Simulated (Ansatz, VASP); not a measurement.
Two plane-wave programs on MnOsC6N6

```
Mn Os C N
1.0
     0.00000    5.10409    5.10409
     5.10409    0.00000    5.10409
     5.10409    5.10409    0.00000
Mn Os C N
1 1 6 6
Direct
  0.50000 0.50000 0.50000
  0.00000 0.00000 0.00000
  0.80207 0.19793 0.19793
  0.19793 0.80207 0.19793
  0.19793 0.19793 0.80207
  0.19793 0.80207 0.80207
  0.80207 0.19793 0.80207
  0.80207 0.80207 0.19793
  0.68726 0.31274 0.31274
  0.31274 0.68726 0.31274
  0.31274 0.31274 0.68726
  0.31274 0.68726 0.68726
  0.68726 0.31274 0.68726
  0.68726 0.68726 0.31274
```

Alike in both runs: task single point; functional PBE; k mesh 2 × 2 × 2; occupations gaussian, width 0.1 eV; collinear spin.

|  | VASP | Ansatz |
| --- | --- | --- |
| version | VASP 6.6.1 | Ansatz 0.2.0 |
| potentials or method | VASP PAW PBE potentials, release 64 (Mn_pv, Os, C, N), cutoff 520 eV | scalar-relativistic, plane waves, PAW |
| valence electrons in the cell | 75 | 85 |

```csv
,VASP,Ansatz,Ansatz less VASP
gap on the k mesh at the Fermi level (eV),0.21,0.22,+0.010
least direct gap on the mesh (eV),0.39,0.41,+0.018
pressure (GPa),0.7,0.1,-0.54
rms of the force components (eV/Å),0.186,0.024,-0.1612
net moment per atom (μB),0.21,0.21,0.000
size of the moment on the site where the two differ most (μB),2.38,2.11,-0.269
```

Site moments also hang on the region over which each program counts them. Atom by atom the forces differ by 0.162 eV/Å (rms over components). One of these differences is far larger than is usual between the two programs; its cause wasn't traced. VASP's potentials hold 75 valence electrons a cell and Ansatz's 85, so a difference there can come from the potentials and not from the codes.

The k mesh is coarse, so the values compare programs but aren't converged. Spin-orbit coupling is off throughout. Noted on VASP's run: the standard files for N, O and F lose accuracy on very short bonds.
